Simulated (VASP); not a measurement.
# KBr in VASP: a series of runs

The runs below take KBr through single point, with PBE.

Everything below comes from runs of VASP 6.6.1. Logs are shortened: lines on timing, memory, paths and dates and some standing lists are left out, and cuts for length are marked.

### 1 The cell of the first run

The structure is tetragonal, space group I4mm (No. 107). Conventional cell: a = 4.656 Å, b = 4.656 Å, c = 6.585 Å, α = 90.00°, β = 90.00°, γ = 90.00°. K (site symmetry 4mm) has 6 Br at 2.92 to 3.67 Å within 3.8 Å. Within 3.8 Å of Br (site symmetry 4mm) lie 6 K at 2.92 to 3.67 Å.

### 2 Single point, PBE (one atom moved)

INCAR

```
SYSTEM = KBr
PREC     = Accurate       ! precision mode
ENCUT    = 520            ! plane-wave cutoff, eV
EDIFF    = 1E-7           ! SCF threshold, eV
ISMEAR   = 0              ! smearing method
SIGMA    = 0.02           ! smearing width, eV
LREAL    = .False.        ! projectors in reciprocal space
LASPH    = .True.         ! aspherical terms in the spheres
NELM     = 100            ! most SCF steps
ALGO     = Normal         ! electronic algorithm
ISIF     = 2              ! what is computed and relaxed
LWAVE    = .False.        ! write WAVECAR
LCHARG   = .False.        ! write CHGCAR
GGA      = PE             ! functional
NBANDS   = 15             ! bands
```

KPOINTS

```
regular mesh
0
Gamma
  6 6 6
  0 0 0
```

POSCAR

```
KBr
1.0
    0.0000000000      3.2925000000      3.2925000000
    3.2925000000      0.0000000000      3.2925000000
    3.2925000000      3.2925000000      0.0000000000
K Br
1 1
Direct
   -0.0569476082      0.0569476082      0.0569476082
    0.5000000000      0.5000000000      0.5000000000
```

Potentials or basis: VASP PAW PBE potentials, release 64 (K_sv, Br).

Command:

```console
$ cat potpaw_PBE.64/K_sv/POTCAR potpaw_PBE.64/Br/POTCAR > POTCAR
$ mpirun -np 1 vasp_std > vasp.out
```

OUTCAR:

```text
SYSTEM = KBr
   PREC = Accurate
   ENCUT = 520
   EDIFF = 1E-7
   ISMEAR = 0
   LREAL = .False.
   LASPH = .True.
   NELM = 100
   ISIF = 2
   GGA = PE

 ion  position               nearest neighbor table
   1  0.943  0.057  0.057-   2 2.92
   2  0.500  0.500  0.500-   1 2.92

  LATTYP: Found a face centered cubic cell.
 ALAT       =     6.5850000000

  Lattice vectors:

 A1 = (   0.0000000000,   3.2925000000,   3.2925000000)
 A2 = (   3.2925000000,   0.0000000000,   3.2925000000)
 A3 = (   3.2925000000,   3.2925000000,   0.0000000000)

Analysis of symmetry for initial positions (statically):
=====================================================================
 Subroutine PRICEL returns:
 Original cell was already a primitive cell.

 Routine SETGRP: Setting up the symmetry group for a
 face centered cubic supercell.

 Subroutine GETGRP returns: Found  8 space group operations
 (whereof  8 operations were pure point group operations)
 out of a pool of 48 trial point group operations.

The static configuration has the point symmetry C_4v.

Analysis of symmetry for dynamics (positions and initial velocities):
=====================================================================
 Subroutine PRICEL returns:
 Original cell was already a primitive cell.

 Routine SETGRP: Setting up the symmetry group for a
 face centered cubic supercell.

 Subroutine GETGRP returns: Found  8 space group operations
 (whereof  8 operations were pure point group operations)
 out of a pool of 48 trial point group operations.

The dynamic configuration has the point symmetry C_4v.

 Subroutine INISYM returns: Found  8 space group operations
 (whereof  8 operations are pure point group operations),
 and found     1 'primitive' translations

----------------------------------------------------------------------------------------

                                     Primitive cell

  volume of cell :      71.3851

  direct lattice vectors                    reciprocal lattice vectors
     0.000000000  3.292500000  3.292500000    -0.151860289  0.151860289  0.151860289
     3.292500000  0.000000000  3.292500000     0.151860289 -0.151860289  0.151860289
     3.292500000  3.292500000  0.000000000     0.151860289  0.151860289 -0.151860289

  length of vectors
     4.656298154  4.656298154  4.656298154     0.263029735  0.263029735  0.263029735

  position of ions in fractional coordinates (direct lattice)
     0.943052392  0.056947608  0.056947608
     0.500000000  0.500000000  0.500000000

  ion indices of the primitive-cell ions
   primitive index   ion index
                 1           1
                 2           2

----------------------------------------------------------------------------------------

 KPOINTS: regular mesh

Automatic generation of k-mesh.
 Grid dimensions read from file:
 generate k-points for:    6    6    6

 Generating k-lattice:

  Cartesian coordinates                     Fractional coordinates (reciprocal lattice)
    -0.025310048  0.025310048  0.025310048     0.166666667  0.000000000  0.000000000
     0.025310048 -0.025310048  0.025310048     0.000000000  0.166666667  0.000000000
     0.025310048  0.025310048 -0.025310048     0.000000000  0.000000000  0.166666667

  Length of vectors
     0.043838289  0.043838289  0.043838289

  Shift w.r.t. Gamma in fractional coordinates (k-lattice)
     0.000000000  0.000000000  0.000000000

 Subroutine IBZKPT returns following result:
 ===========================================

 Found     30 irreducible k-points:

 Following reciprocal coordinates:
            Coordinates               Weight
  0.000000  0.000000  0.000000      1.000000
  0.166667  0.000000  0.000000      8.000000
  0.333333  0.000000  0.000000      8.000000
  0.500000  0.000000  0.000000      4.000000
  0.166667  0.166667  0.000000      4.000000
  0.000000  0.166667  0.166667      2.000000
[... 16 lines left out ...]
  0.500000  0.333333  0.166667      8.000000
  0.166667  0.500000  0.333333      8.000000
 [... further k-points ...]
   k-points           NKPTS =     30   k-points in BZ     NKDIM =     30   number of bands    NBANDS=     15
   number of dos      NEDOS =    301   number of ions     NIONS =      2
   total plane-waves  NPLWV =  46656
   dimension x,y,z NGX =    36 NGY =   36 NGZ =   36
   dimension x,y,z NGXF=    72 NGYF=   72 NGZF=   72
   ions per type =               1   1
   NGX,Y,Z   is equivalent  to a cutoff of  12.85, 12.85, 12.85 a.u.
   NGXF,Y,Z  is equivalent  to a cutoff of  25.71, 25.71, 25.71 a.u.
 SYSTEM =  KBr
   PREC   = accura    normal or accurate (medium, high low for compatibility)
   ISTART =      0    job   : 0-new  1-cont  2-samecut
   ICHARG =      2    charge: 1-file 2-atom 10-const
   ISPIN  =      1    spin polarized calculation?
   LNONCOLLINEAR =      F non collinear calculations
   LSORBIT =      F    spin-orbit coupling
   LASPH  =      T    aspherical Exc in radial PAW
   ENCUT  =  520.0 eV  38.22 Ry    6.18 a.u.   8.66  8.66  8.66*2*pi/ulx,y,z
   NELM   =    100;   NELMIN=  2; NELMDL= -5     # of ELM steps
   EDIFF  = 0.1E-06   stopping-criterion for ELM
   LREAL  =      F    real-space projection
   EDIFFG = 0.1E-05   stopping-criterion for IOM
   NSW    =      0    number of steps for IOM
   IBRION =     -1    ionic relax: 0-MD 1-quasi-New 2-CG
   NFREE  =      0    steps in history (QN), initial steepest desc. (CG)
   ISIF   =      2    stress and relaxation
   ISYM   =      2    0-nonsym 1-usesym 2-fastsym
   POTIM  = 0.5000    time-step for ionic-motion
   TEBEG  =    0.0;   TEEND  =   0.0 temperature during run
   PSTRESS=    0.0 pullay stress
   NELECT =      16.0000    total number of electrons
   NUPDOWN=      -1.0000    fix difference up-down
   EMIN   =  10.00;   EMAX   =-10.00  energy-range for DOS
   EFERMI =   0.00;   METHOD = LEGACY
   ISMEAR =     0;   SIGMA  =   0.02  broadening in eV -4-tet -1-fermi 0-gaus
   EFERMI_NEDOS =   21; number of points for ismear=-14 and -15
   IALGO  =     38    algorithm
   IMIX   =      4    mixing-type and parameters
     AMIX     =   0.40;   BMIX     =  1.00
     AMIX_MAG =   1.60;   BMIX_MAG =  1.00
  volume/ion in A,a.u.               =      35.69       240.87
  Fermi-wavevector in a.u.,A,eV,Ry     =   0.994441  1.879221 13.454978  0.988913
  Thomas-Fermi vector in A             =   2.126392
   LORBIT       =      0    0 simple, 1 ext, 2 COOP (PROOUT), +10 PAW based schemes
   GGA     = PE    functional components
   LHFCALC =     F    Hartree Fock is set to
   AEXX    =    0.0000 exact exchange contribution
   IVDW    =     0    specifies the selected vdW correction
   LEPSILON=     F    determine dielectric tensor
   LRPA    =     F    only Hartree local field effects (RPA)
 non-spin polarized calculation
 Gauss-broadening in eV      SIGMA  =   0.02
  energy-cutoff  :      520.00
  volume of cell :       71.39
 maximum number of plane-waves:      1948
 NGX is ok and might be reduce to    36
   NGX = 17   NGY = 17   NGZ = 17

 number of electron      15.9999998 magnetization

 Free energy of the ion-electron system (eV)
  ---------------------------------------------------
  ext. energy  EPLUGINS =         0.00000000
  ---------------------------------------------------
  free energy    TOTEN  =        -6.10234378 eV

  energy without entropy =       -6.10234378  energy(sigma->0) =       -6.10234378

 E-fermi :  -1.5854     XC(G=0):  -7.3786

 val. band max:       -1.7535463100   @ k =   0.0000   0.0000   0.0000
 cond. band min:       2.7318157361   @ k =   0.0000   0.0000   0.0000
 fundamental gap:      4.4853620461
 Fermi energy:        -1.5853539731

 k-point     1 :       0.0000    0.0000    0.0000
  band No.  band energies     occupation
      1     -29.4435      2.00000
      2     -14.0809      2.00000
      3     -12.9225      2.00000
      4     -12.9225      2.00000
      5     -12.8972      2.00000
      6      -1.7635      2.00000
      7      -1.7635      2.00000
      8      -1.7535      2.00000
      9       2.7318      0.00000
     10       5.9757      0.00000
     11       6.0218      0.00000
     12       6.0218      0.00000
     13       6.7676      0.00000
     14       7.0055      0.00000
     15       9.6445      0.00000

 k-point     2 :       0.1667    0.0000    0.0000
  band No.  band energies     occupation
      1     -29.4420      2.00000
      2     -14.1293      2.00000
      3     -12.9411      2.00000
      4     -12.9245      2.00000
      5     -12.8154      2.00000
      6      -2.1186      2.00000
      7      -1.8392      2.00000
      8      -1.8232      2.00000
      9       3.3826      0.00000
     10       5.7561      0.00000
     11       6.2313      0.00000
     12       6.2627      0.00000
     13       7.2233      0.00000
     14       7.4706      0.00000
     15      10.5193      0.00000

 k-point     3 :       0.3333    0.0000    0.0000
  band No.  band energies     occupation
      1     -29.4389      2.00000
      2     -14.2144      2.00000
      3     -12.9480      2.00000
      4     -12.9285      2.00000
      5     -12.6931      2.00000
      6      -2.6691      2.00000
      7      -1.9834      2.00000
      8      -1.9659      2.00000
      9       4.4761      0.00000
     10       5.9453      0.00000
     11       6.9448      0.00000
     12       6.9789      0.00000
     13       8.2024      0.00000
     14       8.4728      0.00000
     15       9.6762      0.00000
[... 343 lines left out ...]
 k-point    23 :       0.5000    0.3333    0.1667
  band No.  band energies     occupation
      1     -29.4370      2.00000
      2     -14.1491      2.00000
      3     -12.9950      2.00000
      4     -12.9436      2.00000
      5     -12.7408      2.00000
      6      -2.5935      2.00000
      7      -2.1109      2.00000
      8      -2.0349      2.00000
      9       5.0224      0.00000
     10       5.3858      0.00000
     11       6.9908      0.00000
     12       8.0111      0.00000
     13       8.2333      0.00000
     14       8.4009      0.00000
     15       9.2869      0.00000

 k-point    24 :       0.1667    0.5000    0.3333
  band No.  band energies     occupation
      1     -29.4369      2.00000
      2     -14.1723      2.00000
      3     -12.9649      2.00000
      4     -12.9547      2.00000
      5     -12.7342      2.00000
      6      -2.5679      2.00000
      7      -2.1079      2.00000
      8      -2.0556      2.00000
      9       5.1399      0.00000
     10       5.2564      0.00000
     11       7.0814      0.00000
     12       7.8095      0.00000
     13       8.0899      0.00000
     14       8.5625      0.00000
     15       9.5705      0.00000

 [... further k-points ...]
[... 5 lines left out ...]
  --------------------------------------------------------------------------------------
  -------------------------------------------------------------------------------------
  Total        1.7700973      0.2966154      0.2966154      0.0000000      0.0000000      0.0000000
  in kB       39.7283362      6.6572823      6.6572823      0.0000000      0.0000000      0.0000000
  external PRESSURE =      17.6809669 kB  Pullay stress =       0.0000000 kB

 VOLUME and BASIS-vectors are now :
 -----------------------------------------------------------------------------
  energy-cutoff  :      520.00
  volume of cell :       71.39
      direct lattice vectors                 reciprocal lattice vectors
     0.000000000  3.292500000  3.292500000    -0.151860289  0.151860289  0.151860289
     3.292500000  0.000000000  3.292500000     0.151860289 -0.151860289  0.151860289
     3.292500000  3.292500000  0.000000000     0.151860289  0.151860289 -0.151860289

 POSITION                                       TOTAL-FORCE (eV/Angst)
 -----------------------------------------------------------------------------------
      0.37500      3.29250      3.29250        -0.698636      0.000000      0.000000
      3.29250      3.29250      3.29250         0.698636      0.000000      0.000000
 -----------------------------------------------------------------------------------
    total drift:                                0.000007     -0.000000     -0.000000

  FREE ENERGIE OF THE ION-ELECTRON SYSTEM (eV)
  ---------------------------------------------------
  free  energy   TOTEN  =        -6.1023437803 eV

  energy  without entropy=       -6.1023437803  energy(sigma->0) =       -6.10234378
```

It took 13 s on 1 thread of Intel Xeon 6975P-C (Granite Rapids), shared host; peak memory 0.21 GiB.

Results:

```yaml
Free_energy: -6.1023 eV
Pressure: 1.8 GPa
Largest_force: 0.699 eV/Å
Band_gap_on_the_k_mesh: 4.49 eV, direct
```

Forces in eV/Å, atoms in the order of the input:
```
K   -0.699  0.000  0.000
Br   0.699  0.000  0.000
```

Caveat: the cell differs from its parent crystal (one atom moved).

[end of part 1 of 2]
